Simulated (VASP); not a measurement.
Write the native input for VASP 6.6.1 that does the following.

| Quantity | Value |
| --- | --- |
| Task | single point |
| Functional | LDA |
| Potentials or basis | VASP PAW LDA potentials, release 64 (Pt, Se) |
| Cutoff | 500 eV |
| k mesh | 4 × 4 × 4 |
| Occupations | fermi-dirac, width 0.02 eV |
| Spin | no spin polarisation |
| Dipole correction | no |
| Further INCAR settings | ALGO = Normal; EDIFF = 1e-06; NBANDS = 18 |

The structure of PtSe2 lies in POSCAR:

```
PtSe2
1.0
    0.0000000000      3.1308957809      3.1308957809
    3.1308957809      0.0000000000      3.1308957809
    3.1308957809      3.1308957809      0.0000000000
Pt Se
1 2
Direct
    0.0000000000      0.0000000000      0.0000000000
    0.2500000000      0.2500000000      0.2500000000
    0.7500000000      0.7500000000      0.7500000000
```

One way to write it, as run:

INCAR

```
  PREC = Accurate
  ENCUT = 500
  EDIFF = 1E-6
  ISMEAR = -1
  SIGMA = 0.02
  LREAL = False
  LASPH = True
  NELM = 120
  ALGO = Normal
  ISIF = 2
  LWAVE = False
  LCHARG = False
  GGA = CA
  NBANDS = 18
  GGA_COMPAT = False
```

KPOINTS

```
regular mesh
0
Gamma
  4 4 4
```

Potentials or basis: VASP PAW LDA potentials, release 64 (Pt, Se).

The run is started by

```sh
$ cat potpaw_LDA.64/Pt/POTCAR potpaw_LDA.64/Se/POTCAR > POTCAR
$ mpirun -np 1 vasp_std > vasp.out
```

Results of the run:

```json
{
 "Pressure": "-5.4 GPa",
 "Band gap on the k mesh": "zero (band 11 reaches 7.36 eV, above the bottom of band 12 at 6.96 eV)"
}
```

Caveat: the k points lie up to 0.43 Å⁻¹ apart; spin-orbit coupling is left out, which moves the levels of the heavy elements.

It took 14 s on 1 thread of Intel Xeon 8259CL, with other jobs on the host, peak memory 0.15 GiB.
